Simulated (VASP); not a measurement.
Al3Sb2P, 6 atoms in the cell. It takes space group Imm2 (No. 44, orthorhombic). The conventional cell has a = 4.199 Å, b = 12.597 Å, c = 5.930 Å, α = 90.00°, β = 90.00°, γ = 90.00°. Within 3.1 Å of P (site symmetry mm2) lie 4 Al at 2.38 to 2.45 Å. Al (site symmetry mm2) has 2 P at 2.45 Å and 2 Sb at 2.66 Å within 3.2 Å. Within 3.1 Å of Al (site symmetry m) lie 1 P at 2.38 Å and 3 Sb at 2.64 to 2.67 Å. Sb (site symmetry m) has 4 Al at 2.64 to 2.67 Å within 3.5 Å. 

* Program: VASP 6.6.1
* Task: single point
* Functional: r2SCAN
* Potentials or basis: VASP PAW PBE potentials, release 64 (P, Al, Sb)
* Cutoff: 520 eV
* k mesh: 6 × 6 × 6
* Occupations: gaussian, width 0.01 eV
* Spin: no spin polarisation
* Dipole correction: no
* Further INCAR settings: ALGO = Normal; EDIFF = 1e-06; NBANDS = 21

Potentials or basis: VASP PAW PBE potentials, release 64 (P, Al, Sb).

Command:

```bash
$ cat potpaw_PBE.64/P/POTCAR potpaw_PBE.64/Al/POTCAR potpaw_PBE.64/Sb/POTCAR > POTCAR
$ cp INCAR.step1 INCAR
$ mpirun -np 1 vasp_std > vasp.out
$ cp INCAR.step2 INCAR
$ mpirun -np 1 vasp_std > vasp.out
```

Hardware: 1 thread of Intel Xeon 8259CL, on a shared host.

Question: How long does it take, and how much memory?

Answer: Run time: 41 min on 1 thread of Intel Xeon 8259CL, on a shared host, peak memory 0.52 GiB. Counts: k points 46.
